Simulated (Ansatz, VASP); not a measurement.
**Two plane-wave programs on OsO**

File INCAR:

```
ALGO = Normal ; EDIFF = 1E-6
EDIFFG = -0.01 ; ENCUT = 600
GGA = PE ; IBRION = 2
ISIF = 3 ; ISMEAR = 0
LASPH = True ; LCHARG = False
LREAL = False ; LWAVE = False
NELM = 60 ; NSW = 100
PREC = Accurate ; SIGMA = 0.1
```

KPOINTS

```
k-points
0
Gamma
  24 24 16
```

Contents of POSCAR:

```
OsO
1.0
    2.7905443898      0.0000000000      0.0000000000
   -1.3952721949      2.4166823319      0.0000000000
    0.0000000000      0.0000000000      3.6847914085
Os O
1 1
Direct
    0.0000000000      0.0000000000      0.5000000000
    0.0000000000      0.0000000000      0.0000000000
```

Input for Ansatz:

```yaml
crystal:
  lattice:
    - [2.7905443898, 0.0, 0.0]
    - [-1.3952721949, 2.4166823319, 0.0]
    - [0.0, 0.0, 3.6847914085]
  atoms:
    - { symbol: Os, position: [0.0, 0.0, 0.5] }
    - { symbol: O, position: [0.0, 0.0, 0.0] }
basis:
  ecutwfc: 420
kpoints:
  mp_grid: { grid: [24, 24, 16] }
hamiltonian:
  xc: pbe
scf:
  occupations: { method: gaussian, width: 0.1 }
output:
  forces: true
  stress: true
  eigenvalues: true
relax:
  adjacent_minimum: "off"
  f_tol: 0.01
  max_steps: 80
  cell: { stress_tol: 0.05 }
```

Alike in both runs: task relaxation of cell and atoms; functional PBE; k mesh 24 × 24 × 16; occupations gaussian, width 0.1 eV; no spin polarisation.

|  | VASP | Ansatz |
| --- | --- | --- |
| version | VASP 6.6.1 | Ansatz 0.2.0 |
| potentials or method | VASP PAW PBE potentials, release 64 (Os, O), cutoff 600 eV | scalar-relativistic, plane waves, PAW |
| valence electrons in the cell | 14 | 22 |

```tsv
	VASP	Ansatz	Ansatz less VASP
gap on the k mesh at the Fermi level, each at its own relaxed structure (eV)	none	none	-
relaxed volume (Å³/atom)	12.45	12.42	-0.027
relaxed cell length with the largest relative difference (Å)	3.700	3.685	-0.0149
```

A gap of «none» marks a metal or a gap that the smearing closes. VASP's potentials hold 14 valence electrons a cell and Ansatz's 22, so a difference there can come from the potentials and not from the codes.

Neither program's run includes spin-orbit coupling.
